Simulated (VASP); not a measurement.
# Nb (Pm-3m) in VASP: a series of runs, part 2 of 2

VASP 6.6.1. The steps go on from the part before.

## Step 3: Single point, PBE

Input file INCAR:

```
PREC = Accurate ; ENCUT = 520
EDIFF = 1E-6 ; ISMEAR = -1
SIGMA = 0.08 ; LREAL = False
LASPH = True ; NELM = 60
ALGO = Normal ; ISIF = 2
LWAVE = False ; LCHARG = False
GGA = PE ; NBANDS = 12
```

Input file KPOINTS:

```
Automatic mesh
0
Gamma
  15 15 15
```

Input file POSCAR:

```
Nb
1.0
    2.5783943834      0.0000000000      0.0000000000
    0.0000000000      2.5783943834      0.0000000000
    0.0000000000      0.0000000000      2.5783943834
Nb
1
Direct
    0.0000000000      0.0000000000      0.0000000000
```

Potentials or basis: VASP PAW PBE potentials, release 64 (Nb_sv).

Started as:

```console
$ cat potpaw_PBE.64/Nb_sv/POTCAR > POTCAR
$ mpirun -np 1 vasp_std > vasp.out
```

OUTCAR:

```text
PREC = Accurate
   ENCUT = 520
   EDIFF = 1E-6
   ISMEAR = -1
   LREAL = False
   LASPH = True
   NELM = 60
   ISIF = 2
   GGA = PE

 ion  position               nearest neighbor table
   1  0.000  0.000  0.000-

  LATTYP: Found a simple cubic cell.
 ALAT       =     2.5783943834

  Lattice vectors:

 A1 = (   2.5783943834,   0.0000000000,   0.0000000000)
 A2 = (   0.0000000000,   2.5783943834,   0.0000000000)
 A3 = (   0.0000000000,   0.0000000000,   2.5783943834)

Analysis of symmetry for initial positions (statically):
=====================================================================
 Subroutine PRICEL returns:
 Original cell was already a primitive cell.

 Routine SETGRP: Setting up the symmetry group for a
 simple cubic supercell.

 Subroutine GETGRP returns: Found 48 space group operations
 (whereof 48 operations were pure point group operations)
 out of a pool of 48 trial point group operations.

The static configuration has the point symmetry O_h .

Analysis of symmetry for dynamics (positions and initial velocities):
=====================================================================
 Subroutine PRICEL returns:
 Original cell was already a primitive cell.

 Routine SETGRP: Setting up the symmetry group for a
 simple cubic supercell.

 Subroutine GETGRP returns: Found 48 space group operations
 (whereof 48 operations were pure point group operations)
 out of a pool of 48 trial point group operations.

The dynamic configuration has the point symmetry O_h .

 Subroutine INISYM returns: Found 48 space group operations
 (whereof 48 operations are pure point group operations),
 and found     1 'primitive' translations

----------------------------------------------------------------------------------------

                                     Primitive cell

  volume of cell :      17.1415

  direct lattice vectors                    reciprocal lattice vectors
     2.578394383  0.000000000  0.000000000     0.387838263  0.000000000  0.000000000
     0.000000000  2.578394383  0.000000000     0.000000000  0.387838263  0.000000000
     0.000000000  0.000000000  2.578394383     0.000000000  0.000000000  0.387838263

  length of vectors
     2.578394383  2.578394383  2.578394383     0.387838263  0.387838263  0.387838263

  position of ions in fractional coordinates (direct lattice)
     0.000000000  0.000000000  0.000000000

  ion indices of the primitive-cell ions
   primitive index   ion index
                 1           1

----------------------------------------------------------------------------------------

 KPOINTS: Automatic mesh

Automatic generation of k-mesh.
 Grid dimensions read from file:
 generate k-points for:   15   15   15

 Generating k-lattice:

  Cartesian coordinates                     Fractional coordinates (reciprocal lattice)
     0.025855884  0.000000000  0.000000000     0.066666667  0.000000000  0.000000000
     0.000000000  0.025855884  0.000000000     0.000000000  0.066666667  0.000000000
     0.000000000  0.000000000  0.025855884     0.000000000  0.000000000  0.066666667

  Length of vectors
     0.025855884  0.025855884  0.025855884

  Shift w.r.t. Gamma in fractional coordinates (k-lattice)
     0.000000000  0.000000000  0.000000000

 Subroutine IBZKPT returns following result:
 ===========================================

 Found    120 irreducible k-points:

 Following reciprocal coordinates:
            Coordinates               Weight
  0.000000  0.000000  0.000000      1.000000
  0.066667  0.000000  0.000000      6.000000
  0.133333  0.000000  0.000000      6.000000
  0.200000  0.000000  0.000000      6.000000
  0.266667  0.000000  0.000000      6.000000
  0.333333  0.000000  0.000000      6.000000
[... 16 lines left out ...]
  0.266667  0.200000  0.000000     24.000000
  0.333333  0.200000  0.000000     24.000000
 [... further k-points ...]
   k-points           NKPTS =    120   k-points in BZ     NKDIM =    120   number of bands    NBANDS=     12
   number of dos      NEDOS =    301   number of ions     NIONS =      1
   total plane-waves  NPLWV =   8000
   dimension x,y,z NGX =    20 NGY =   20 NGZ =   20
   dimension x,y,z NGXF=    40 NGYF=   40 NGZF=   40
   ions per type =               1
   NGX,Y,Z   is equivalent  to a cutoff of  12.90, 12.90, 12.90 a.u.
   NGXF,Y,Z  is equivalent  to a cutoff of  25.79, 25.79, 25.79 a.u.
 SYSTEM =  unknown system
   PREC   = accura    normal or accurate (medium, high low for compatibility)
   ISTART =      0    job   : 0-new  1-cont  2-samecut
   ICHARG =      2    charge: 1-file 2-atom 10-const
   ISPIN  =      1    spin polarized calculation?
   LNONCOLLINEAR =      F non collinear calculations
   LSORBIT =      F    spin-orbit coupling
   LASPH  =      T    aspherical Exc in radial PAW
   ENCUT  =  520.0 eV  38.22 Ry    6.18 a.u.   4.79  4.79  4.79*2*pi/ulx,y,z
   NELM   =     60;   NELMIN=  2; NELMDL= -5     # of ELM steps
   EDIFF  = 0.1E-05   stopping-criterion for ELM
   LREAL  =      F    real-space projection
   EDIFFG = 0.1E-04   stopping-criterion for IOM
   NSW    =      0    number of steps for IOM
   IBRION =     -1    ionic relax: 0-MD 1-quasi-New 2-CG
   NFREE  =      0    steps in history (QN), initial steepest desc. (CG)
   ISIF   =      2    stress and relaxation
   ISYM   =      2    0-nonsym 1-usesym 2-fastsym
   POTIM  = 0.5000    time-step for ionic-motion
   TEBEG  =    0.0;   TEEND  =   0.0 temperature during run
   PSTRESS=    0.0 pullay stress
   NELECT =      13.0000    total number of electrons
   NUPDOWN=      -1.0000    fix difference up-down
   EMIN   =  10.00;   EMAX   =-10.00  energy-range for DOS
   EFERMI =   0.00;   METHOD = LEGACY
   ISMEAR =    -1;   SIGMA  =   0.08  broadening in eV -4-tet -1-fermi 0-gaus
   EFERMI_NEDOS =   21; number of points for ismear=-14 and -15
   IALGO  =     38    algorithm
   IMIX   =      4    mixing-type and parameters
     AMIX     =   0.40;   BMIX     =  1.00
     AMIX_MAG =   1.60;   BMIX_MAG =  1.00
  volume/ion in A,a.u.               =      17.14       115.68
  Fermi-wavevector in a.u.,A,eV,Ry     =   1.492932  2.821232 30.325277  2.228845
  Thomas-Fermi vector in A             =   2.605397
   LORBIT       =      0    0 simple, 1 ext, 2 COOP (PROOUT), +10 PAW based schemes
   GGA     = PE    functional components
[... 5 lines left out ...]
 non-spin polarized calculation
  energy-cutoff  :      520.00
  volume of cell :       17.14
 maximum number of plane-waves:       472
 NGX is ok and might be reduce to    20
   NGX =  9   NGY =  9   NGZ =  9

 number of electron      12.9999998 magnetization

 Free energy of the ion-electron system (eV)
  ---------------------------------------------------
  ext. energy  EPLUGINS =         0.00000000
  ---------------------------------------------------
  free energy    TOTEN  =        -9.00240991 eV

  energy without entropy =       -8.97375443  energy(sigma->0) =       -8.98808217

 E-fermi :  12.0273     XC(G=0): -12.6392

 val. band max:       12.0252825501   @ k =   0.4667   0.2000   0.0667
 cond. band min:      12.0306884569   @ k =   0.2667   0.2000   0.2000
 fundamental gap:      0.0054059068
 Fermi energy:        12.0272539524

 k-point     1 :       0.0000    0.0000    0.0000
  band No.  band energies     occupation
      1     -42.6592      2.00000
      2     -17.5219      2.00000
      3     -17.5219      2.00000
      4     -17.5219      2.00000
      5       6.1030      2.00000
      6       8.5565      2.00000
      7       8.5565      2.00000
      8      18.1482      0.00000
      9      18.1482      0.00000
     10      18.1482      0.00000
     11      28.0774      0.00000
     12      28.0774      0.00000

 k-point     2 :       0.0667    0.0000    0.0000
  band No.  band energies     occupation
      1     -42.6454      2.00000
      2     -17.6307      2.00000
      3     -17.5127      2.00000
      4     -17.5127      2.00000
      5       6.2543      2.00000
      6       8.5977      2.00000
      7       8.7448      2.00000
      8      17.8820      0.00000
      9      17.8820      0.00000
     10      18.1662      0.00000
     11      27.3835      0.00000
     12      28.4088      0.00000
[... 316 lines left out ...]
 k-point    24 :       0.3333    0.2000    0.0000
  band No.  band energies     occupation
      1     -42.3053      2.00000
      2     -19.1377      2.00000
      3     -18.1513      2.00000
      4     -17.2895      2.00000
      5       9.0245      2.00000
      6      10.1585      2.00000
      7      12.0966      0.59180
      8      15.0182      0.00000
      9      15.0921      0.00000
     10      16.8967      0.00000
     11      23.6327      0.00000
     12      28.0625      0.00000

 [... further k-points ...]
[... 5 lines left out ...]
  --------------------------------------------------------------------------------------
  -------------------------------------------------------------------------------------
  Total        2.9875912      2.9875912      2.9875912      0.0000000     -0.0000000      0.0000000
  in kB      279.2439110    279.2439110    279.2439110      0.0000000     -0.0000000      0.0000000
  external PRESSURE =     279.2439110 kB  Pullay stress =       0.0000000 kB

 VOLUME and BASIS-vectors are now :
 -----------------------------------------------------------------------------
  energy-cutoff  :      520.00
  volume of cell :       17.14
      direct lattice vectors                 reciprocal lattice vectors
     2.578394383  0.000000000  0.000000000     0.387838263  0.000000000  0.000000000
     0.000000000  2.578394383  0.000000000     0.000000000  0.387838263  0.000000000
     0.000000000  0.000000000  2.578394383     0.000000000  0.000000000  0.387838263

 POSITION                                       TOTAL-FORCE (eV/Angst)
 -----------------------------------------------------------------------------------
      0.00000      0.00000      0.00000         0.000000      0.000000      0.000000
 -----------------------------------------------------------------------------------
    total drift:                                0.000000      0.000000      0.000000

  FREE ENERGIE OF THE ION-ELECTRON SYSTEM (eV)
  ---------------------------------------------------
  free  energy   TOTEN  =        -9.0024099120 eV

  energy  without entropy=       -8.9737544252  energy(sigma->0) =       -8.98808217
```

stdout:

```text
POSCAR found type information on POSCAR Nb
 POSCAR found :  1 types and       1 ions
 scaLAPACK will be used
 LDA part: xc-table for (Slater+PW92), standard interpolation
 POSCAR, INCAR and KPOINTS ok, starting setup
 FFT: planning ... GRIDC
 FFT: planning ... GRID_SOFT
 FFT: planning ... GRID
 WAVECAR not read
 entering main loop
```

Run time: 16 s. Hardware: 1 thread of Intel Xeon Platinum 8259CL at 2.50GHz (Skylake/Cascade Lake), shared host; peak memory 0.14 GiB.

Results:

```yaml
Free_energy: -9.0024 eV
Pressure: 27.9 GPa
```

Levels at points of the mesh, in eV from the Fermi level:
| k point | band 5 | band 6 | band 7 | band 8 | band 9 | band 10 |
| --- | --- | --- | --- | --- | --- | --- |
| (0.00, 0.00, 0.00) | -5.92 | -3.47 | -3.47 | 6.12 | 6.12 | 6.12 |
